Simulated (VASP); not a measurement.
Runs of VASP 6.6.1 on H. The structure is that of space group P4/mmm (No. 123), or close to it. The cells are those of the table. 

```csv
cell,k mesh,gap on the mesh (eV),pressure (GPa)
"a = 2.723, b = 2.519, c = 0.907 Å, angles 90.0, 88.3, 90.0°, 1 atom",14 × 14 × 34,none,12.2
"a = 2.762, b = 2.650, c = 1.056 Å, angles 87.9, 90.0, 90.0°, 1 atom",14 × 14 × 34,none,(b)
"a = 2.690, b = 2.690, c = 0.981 Å, 1 atom",14 × 14 × 34,none,1.4
"a = 2.690, b = 2.690, c = 0.981 Å, 1 atom","14 × 14 × 34, shifted",none,1.1
"a = 2.646, b = 2.646, c = 0.950 Å, angles 89.9, 90.1, 89.1°, 1 atom",14 × 14 × 34,none,5.4
"a = 2.768, b = 2.768, c = 0.995 Å, 1 atom",14 × 14 × 34,none,(a)
```

Alike in all rows: task single point; level PBE; potentials or basis VASP PAW PBE potentials, release 64 (H); no spin polarisation; cutoff (eV) 520; smearing gaussian 0.05 eV.

Q: Estimate the missing entries.

A: (a) -0.2; (b) -5.1.

Caveats: the cell stands under pressure (at least some runs); the cell stands under tension (at least some runs).

A gap of «none» marks levels without a gap at the run's occupations.
